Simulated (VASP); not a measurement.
## HfSnO4: single point with PBE

The system is HfSnO4.

```
Hf Sn O
1.0
     3.56429    0.00000    0.00000
     0.00000    3.56429    0.00000
     0.00000    0.00000    5.33823
Hf Sn O
1 1 4
Direct
  0.50000 0.50000 0.50000
  0.00000 0.00000 0.00000
  0.50000 0.00000 0.68195
  0.00000 0.50000 0.81563
  0.00000 0.50000 0.31805
  0.50000 0.00000 0.18437
```

```yaml
Program: VASP 6.6.1
Task: single point
Functional: PBE
Potentials_or_basis: VASP PAW PBE potentials, release 64 (Hf_pv, Sn_d, O)
Cutoff: 520 eV
k_mesh: 8 × 8 × 6
Occupations: fermi-dirac, width 0.02 eV
Spin: no spin polarisation
Dipole_correction: no
Further_INCAR_settings: ALGO = Normal; EDIFF = 1e-07; NBANDS = 33
```

```json
{
  "Pressure": "5.8 GPa",
  "Largest force": "0.387 eV/Å",
  "Band gap on the k mesh": "2.01 eV (least direct gap 2.16 eV)"
}
```

Forces on the atoms (eV/Å):
```
Hf   0.000  0.000  0.000
Sn   0.000  0.000  0.000
O    0.000  0.000 -0.095
O    0.000  0.000 -0.387
O    0.000  0.000  0.095
O    0.000  0.000  0.387
```

Stress tensor (GPa, compression positive):
```
6.00 0.00 0.00
0.00 6.00 0.00
0.00 0.00 5.51
```

Levels at points of the mesh, in eV from the valence-band top:
| k point | band 21 | band 22 | band 23 | band 24 | band 25 | band 26 | band 27 | band 28 |
| --- | --- | --- | --- | --- | --- | --- | --- | --- |
| (0.00, 0.00, 0.00) | -0.99 | -0.32 | -0.14 | -0.14 | 2.01 | 5.49 | 5.67 | 7.34 |
| (0.50, 0.00, 0.00) | -1.47 | -1.35 | -0.52 | -0.39 | 4.52 | 5.41 | 5.93 | 7.35 |
| (0.50, 0.50, 0.00) | -0.62 | -0.44 | -0.44 | 0.00 | 4.54 | 6.02 | 6.80 | 6.80 |
| (0.00, 0.00, 0.50) | -1.58 | -1.58 | -0.10 | -0.10 | 3.52 | 5.24 | 5.49 | 6.84 |
| (0.50, 0.00, 0.50) | -1.87 | -1.25 | -1.15 | -1.04 | 4.85 | 5.31 | 6.31 | 7.66 |
| (0.50, 0.50, 0.50) | -1.44 | -0.87 | -0.34 | -0.32 | 5.86 | 6.00 | 6.34 | 6.87 |

Run time: 2.7 min on 1 thread of Oxide Virtual Turin-like Processor (shared host), peak memory 0.22 GiB.

Caveat: the cell stands under pressure; spin-orbit coupling is left out, which moves the levels of the heavy elements. A k mesh can miss the band edges.
